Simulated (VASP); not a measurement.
# AlSb2Br2 (P-3m1) in VASP: further runs

AlSb2Br2 is run at these levels: PBE; tasks: single point, relaxation of cell and atoms.

All numbers are computed with VASP 6.6.1; they aren't measurements. Logs are shortened: lines on timing, memory, paths and dates and some standing lists are left out, and cuts for length are marked.

**1. The cell of the first run**

Symmetry: P-3m1, No. 164, trigonal system. Conventional cell: a = 4.090 Å, b = 4.090 Å, c = 12.818 Å, α = 90.00°, β = 90.00°, γ = 120.00°. Al (site symmetry -3m) has 6 Br at 2.77 Å within 3.6 Å. Within 3.8 Å of Sb (site symmetry 3m) lie 3 Sb at 2.88 Å. Within 3.6 Å of Br (site symmetry 3m) lie 3 Al at 2.77 Å.

**2. Single point, PBE**

Input file INCAR:

```
PREC     = Accurate       # precision mode
ENCUT    = 520            # plane-wave cutoff, eV
EDIFF    = 1E-6           # SCF threshold, eV
ISMEAR   = 0              # smearing method
SIGMA    = 0.1            # smearing width, eV
LREAL    = F              # projectors in reciprocal space
LASPH    = T              # aspherical terms in the spheres
NELM     = 80             # most SCF steps
ALGO     = Normal         # electronic algorithm
ISIF     = 2              # what is computed and relaxed
LWAVE    = F              # write WAVECAR
LCHARG   = F              # write CHGCAR
GGA      = PE             # functional
NBANDS   = 22             # bands
```

Input file KPOINTS:

```
regular mesh
0
Gamma
  6 6 2
```

Input file POSCAR:

```
AlSb2Br2
1.0
    4.0896911578      0.0000000000      0.0000000000
   -2.0448455789      3.5417764363      0.0000000000
    0.0000000000      0.0000000000     12.8177091632
Al Sb Br
1 2 2
Direct
    0.0000000000      0.0000000000      0.0000000000
    0.3333333333      0.6666666667      0.5641572673
    0.6666666667      0.3333333333      0.4358427327
    0.3333333333      0.6666666667      0.1126154709
    0.6666666667      0.3333333333      0.8873845291
```

Potentials or basis: VASP PAW PBE potentials, release 64 (Al, Sb, Br).

The run is started by

```console
cat potpaw_PBE.64/Al/POTCAR potpaw_PBE.64/Sb/POTCAR potpaw_PBE.64/Br/POTCAR > POTCAR
mpirun -np 1 vasp_std > vasp.out
```

OUTCAR:

```text
PREC = Accurate
   ENCUT = 520
   EDIFF = 1E-6
   ISMEAR = 0
   LREAL = F
   LASPH = T
   NELM = 80
   ISIF = 2
   GGA = PE

 ion  position               nearest neighbor table
   1  0.000  0.000  0.000-   4 2.77   5 2.77   5 2.77   4 2.77   5 2.77   4 2.77
   2  0.333  0.667  0.564-   3 2.88   3 2.88   3 2.88
   3  0.667  0.333  0.436-   2 2.88   2 2.88   2 2.88
   4  0.333  0.667  0.113-   1 2.77   1 2.77   1 2.77
   5  0.667  0.333  0.887-   1 2.77   1 2.77   1 2.77

  LATTYP: Found a hexagonal cell.
 ALAT       =     4.0896911578
 C/A-ratio  =     3.1341508854

  Lattice vectors:

 A1 = (   4.0896911578,   0.0000000000,   0.0000000000)
 A2 = (  -2.0448455789,   3.5417764363,   0.0000000000)
 A3 = (   0.0000000000,   0.0000000000,  12.8177091632)

Analysis of symmetry for initial positions (statically):
=====================================================================
 Subroutine PRICEL returns:
 Original cell was already a primitive cell.

 Routine SETGRP: Setting up the symmetry group for a
 hexagonal supercell.

 Subroutine GETGRP returns: Found 12 space group operations
 (whereof 12 operations were pure point group operations)
 out of a pool of 24 trial point group operations.

The static configuration has the point symmetry D_3d.

Analysis of symmetry for dynamics (positions and initial velocities):
=====================================================================
 Subroutine PRICEL returns:
 Original cell was already a primitive cell.

 Routine SETGRP: Setting up the symmetry group for a
 hexagonal supercell.

 Subroutine GETGRP returns: Found 12 space group operations
 (whereof 12 operations were pure point group operations)
 out of a pool of 24 trial point group operations.

The dynamic configuration has the point symmetry D_3d.

 Subroutine INISYM returns: Found 12 space group operations
 (whereof 12 operations are pure point group operations),
 and found     1 'primitive' translations

----------------------------------------------------------------------------------------

                                     Primitive cell

  volume of cell :     185.6616

  direct lattice vectors                    reciprocal lattice vectors
     4.089691158  0.000000000  0.000000000     0.244517241  0.141172095  0.000000000
    -2.044845579  3.541776436  0.000000000     0.000000000  0.282344190  0.000000000
     0.000000000  0.000000000 12.817709163     0.000000000  0.000000000  0.078017061

  length of vectors
     4.089691158  4.089691158 12.817709163     0.282344190  0.282344190  0.078017061

  position of ions in fractional coordinates (direct lattice)
     0.000000000  0.000000000  0.000000000
     0.333333333  0.666666667  0.564157267
     0.666666667  0.333333333  0.435842733
     0.333333333  0.666666667  0.112615471
     0.666666667  0.333333333  0.887384529

  ion indices of the primitive-cell ions
   primitive index   ion index
                 1           1
                 2           2
                 3           3
                 4           4
                 5           5

----------------------------------------------------------------------------------------

 KPOINTS: regular mesh

Automatic generation of k-mesh.
 Grid dimensions read from file:
 generate k-points for:    6    6    2

 Generating k-lattice:

  Cartesian coordinates                     Fractional coordinates (reciprocal lattice)
     0.040752874  0.023528683  0.000000000     0.166666667  0.000000000  0.000000000
     0.000000000  0.047057365  0.000000000     0.000000000  0.166666667  0.000000000
     0.000000000  0.000000000  0.039008531     0.000000000  0.000000000  0.500000000

  Length of vectors
     0.047057365  0.047057365  0.039008531

  Shift w.r.t. Gamma in fractional coordinates (k-lattice)
     0.000000000  0.000000000  0.000000000

 Subroutine IBZKPT returns following result:
 ===========================================

 Found     14 irreducible k-points:

 Following reciprocal coordinates:
            Coordinates               Weight
  0.000000  0.000000  0.000000      1.000000
  0.166667  0.000000  0.000000      6.000000
  0.333333  0.000000  0.000000      6.000000
  0.500000  0.000000  0.000000      3.000000
  0.166667  0.166667  0.000000      6.000000
  0.333333  0.166667  0.000000     12.000000
  0.333333  0.333333  0.000000      2.000000
  0.000000  0.000000  0.500000      1.000000
  0.166667  0.000000  0.500000      6.000000
  0.333333  0.000000  0.500000      6.000000
  0.500000  0.000000  0.500000      3.000000
  0.166667  0.166667  0.500000      6.000000
  0.333333  0.166667  0.500000     12.000000
  0.333333  0.333333  0.500000      2.000000
   k-points           NKPTS =     14   k-points in BZ     NKDIM =     14   number of bands    NBANDS=     22
   number of dos      NEDOS =    301   number of ions     NIONS =      5
   total plane-waves  NPLWV =  86400
   dimension x,y,z NGX =    30 NGY =   30 NGZ =   96
   dimension x,y,z NGXF=    60 NGYF=   60 NGZF=  192
   ions per type =               1   2   2
   NGX,Y,Z   is equivalent  to a cutoff of  12.19, 12.19, 12.45 a.u.
   NGXF,Y,Z  is equivalent  to a cutoff of  24.39, 24.39, 24.90 a.u.
 SYSTEM =  unknown system
   PREC   = accura    normal or accurate (medium, high low for compatibility)
   ISTART =      0    job   : 0-new  1-cont  2-samecut
   ICHARG =      2    charge: 1-file 2-atom 10-const
   ISPIN  =      1    spin polarized calculation?
   LNONCOLLINEAR =      F non collinear calculations
   LSORBIT =      F    spin-orbit coupling
   LASPH  =      T    aspherical Exc in radial PAW
   ENCUT  =  520.0 eV  38.22 Ry    6.18 a.u.   7.60  7.60 23.83*2*pi/ulx,y,z
   NELM   =     80;   NELMIN=  2; NELMDL= -5     # of ELM steps
   EDIFF  = 0.1E-05   stopping-criterion for ELM
   LREAL  =      F    real-space projection
   EDIFFG = 0.1E-04   stopping-criterion for IOM
   NSW    =      0    number of steps for IOM
   IBRION =     -1    ionic relax: 0-MD 1-quasi-New 2-CG
   NFREE  =      0    steps in history (QN), initial steepest desc. (CG)
   ISIF   =      2    stress and relaxation
   ISYM   =      2    0-nonsym 1-usesym 2-fastsym
   POTIM  = 0.5000    time-step for ionic-motion
   TEBEG  =    0.0;   TEEND  =   0.0 temperature during run
   PSTRESS=    0.0 pullay stress
   NELECT =      27.0000    total number of electrons
   NUPDOWN=      -1.0000    fix difference up-down
   EMIN   =  10.00;   EMAX   =-10.00  energy-range for DOS
   EFERMI =   0.00;   METHOD = LEGACY
   ISMEAR =     0;   SIGMA  =   0.10  broadening in eV -4-tet -1-fermi 0-gaus
   EFERMI_NEDOS =   21; number of points for ismear=-14 and -15
   IALGO  =     38    algorithm
   IMIX   =      4    mixing-type and parameters
     AMIX     =   0.40;   BMIX     =  1.00
     AMIX_MAG =   1.60;   BMIX_MAG =  1.00
  volume/ion in A,a.u.               =      37.13       250.58
  Fermi-wavevector in a.u.,A,eV,Ry     =   0.860905  1.626875 10.084067  0.741158
  Thomas-Fermi vector in A             =   1.978480
   LORBIT       =      0    0 simple, 1 ext, 2 COOP (PROOUT), +10 PAW based schemes
   GGA     = PE    functional components
   LHFCALC =     F    Hartree Fock is set to
   AEXX    =    0.0000 exact exchange contribution
   IVDW    =     0    specifies the selected vdW correction
   LEPSILON=     F    determine dielectric tensor
   LRPA    =     F    only Hartree local field effects (RPA)
 non-spin polarized calculation
 Gauss-broadening in eV      SIGMA  =   0.10
  energy-cutoff  :      520.00
  volume of cell :      185.66
 maximum number of plane-waves:      5052
   NGX = 15   NGY = 15   NGZ = 47

 number of electron      26.9999999 magnetization

 Free energy of the ion-electron system (eV)
  ---------------------------------------------------
  ext. energy  EPLUGINS =         0.00000000
  ---------------------------------------------------
  free energy    TOTEN  =       -16.80995810 eV

  energy without entropy =      -16.79462486  energy(sigma->0) =      -16.80229148

 E-fermi :   2.9180     XC(G=0):  -7.6153

 val. band max:        2.7904954943   @ k =   0.1667   0.0000   0.0000
 cond. band min:       2.9889891254   @ k =   0.3333   0.1667   0.5000
 fundamental gap:      0.1984936311
 Fermi energy:         2.9179707237

 k-point     1 :       0.0000    0.0000    0.0000
  band No.  band energies     occupation
      1     -13.7406      2.00000
      2     -13.1863      2.00000
      3      -8.8821      2.00000
      4      -3.8586      2.00000
      5      -3.4146      2.00000
      6      -0.9495      2.00000
[... 14 lines left out ...]
     21       8.0119      0.00000
     22       8.6726      0.00000

 k-point     2 :       0.1667    0.0000    0.0000
  band No.  band energies     occupation
      1     -13.6446      2.00000
      2     -13.1541      2.00000
      3      -8.5840      2.00000
      4      -3.8668      2.00000
      5      -3.4711      2.00000
      6      -1.7861      2.00000
[... 14 lines left out ...]
     21       7.8591      0.00000
     22       8.4834      0.00000

 k-point     3 :       0.3333    0.0000    0.0000
  band No.  band energies     occupation
      1     -13.4220      2.00000
      2     -13.1073      2.00000
      3      -7.7433      2.00000
      4      -4.4153      2.00000
      5      -3.8755      2.00000
      6      -2.6636      2.00000
[... 14 lines left out ...]
     21       7.6104      0.00000
     22       8.1904      0.00000
[... 226 lines left out ...]
 k-point    13 :       0.3333    0.1667    0.5000
  band No.  band energies     occupation
      1     -13.2808      2.00000
      2     -13.1071      2.00000
      3      -7.0080      2.00000
      4      -5.1062      2.00000
      5      -4.0602      2.00000
      6      -2.7874      2.00000
[... 14 lines left out ...]
     21       7.7351      0.00000
     22       8.2108      0.00000

 k-point    14 :       0.3333    0.3333    0.5000
  band No.  band energies     occupation
      1     -13.1578      2.00000
      2     -13.1578      2.00000
      3      -6.0209      2.00000
      4      -6.0209      2.00000
      5      -4.0628      2.00000
      6      -2.6529      2.00000
[... 14 lines left out ...]
     21       8.4799      0.00000
     22       8.6971      0.00000

------------------------ aborting loop because EDIFF is reached ----------------------------------------

  FORCE on cell =-STRESS in cart. coord.  units (eV):
  Direction    XX          YY          ZZ          XY          YZ          ZX
  --------------------------------------------------------------------------------------
  -------------------------------------------------------------------------------------
  Total        0.0146359      0.0146359      0.1417741      0.0000000      0.0000000      0.0000000
  in kB        0.1263012      0.1263012      1.2234473      0.0000000      0.0000000      0.0000000
  external PRESSURE =       0.4920166 kB  Pullay stress =       0.0000000 kB

 VOLUME and BASIS-vectors are now :
 -----------------------------------------------------------------------------
  energy-cutoff  :      520.00
  volume of cell :      185.66
      direct lattice vectors                 reciprocal lattice vectors
     4.089691158  0.000000000  0.000000000     0.244517241  0.141172095  0.000000000
    -2.044845579  3.541776436  0.000000000     0.000000000  0.282344190  0.000000000
     0.000000000  0.000000000 12.817709163     0.000000000  0.000000000  0.078017061

 POSITION                                       TOTAL-FORCE (eV/Angst)
 -----------------------------------------------------------------------------------
      0.00000      0.00000      0.00000         0.000000      0.000000      0.000000
     -0.00000      2.36118      7.23120        -0.000000     -0.000000      0.075037
      2.04485      1.18059      5.58651         0.000000      0.000000     -0.075037
     -0.00000      2.36118      1.44347         0.000000      0.000000     -0.013149
      2.04485      1.18059     11.37424        -0.000000      0.000000      0.013149
 -----------------------------------------------------------------------------------
    total drift:                               -0.000000      0.000000      0.000000

  FREE ENERGIE OF THE ION-ELECTRON SYSTEM (eV)
  ---------------------------------------------------
  free  energy   TOTEN  =       -16.8099580983 eV

  energy  without entropy=      -16.7946248553  energy(sigma->0) =      -16.80229148
```

Run time: 32 s. Hardware: 1 thread of Intel Xeon 6975P-C (Granite Rapids), shared host; peak memory 0.29 GiB.

What came out:

```
Free energy   : -16.8100 eV
Pressure      : 0.0 GPa
Largest force : 0.075 eV/Å
```

Forces on the atoms (eV/Å):
```
Al   0.000  0.000  0.000
Sb   0.000  0.000  0.075
Sb   0.000  0.000 -0.075
Br   0.000  0.000 -0.013
Br   0.000  0.000  0.013
```

Levels at points of the mesh, in eV from the Fermi level:
| k point | band 12 | band 13 | band 14 | band 15 | band 16 | band 17 |
| --- | --- | --- | --- | --- | --- | --- |
| (0.00, 0.00, 0.00) | -0.45 | -0.41 | -0.41 | 1.16 | 1.39 | 2.39 |
| (0.50, 0.00, 0.00) | -1.99 | -1.94 | -0.43 | 1.20 | 1.81 | 2.68 |
| (0.00, 0.00, 0.50) | -0.82 | -0.41 | -0.41 | 1.28 | 1.31 | 2.39 |
| (0.50, 0.00, 0.50) | -1.99 | -1.95 | -0.40 | 1.18 | 1.99 | 2.43 |

Caveat: spin-orbit coupling is left out, which moves the levels of the heavy elements; this functional lacks dispersion, which binds the layers, so the pressure and a relaxed spacing across them are unreliable; an odd number of electrons without spin polarisation forces a metal; a magnetic or distorted state may lie lower.

(Part 1 of 2 ends here.)
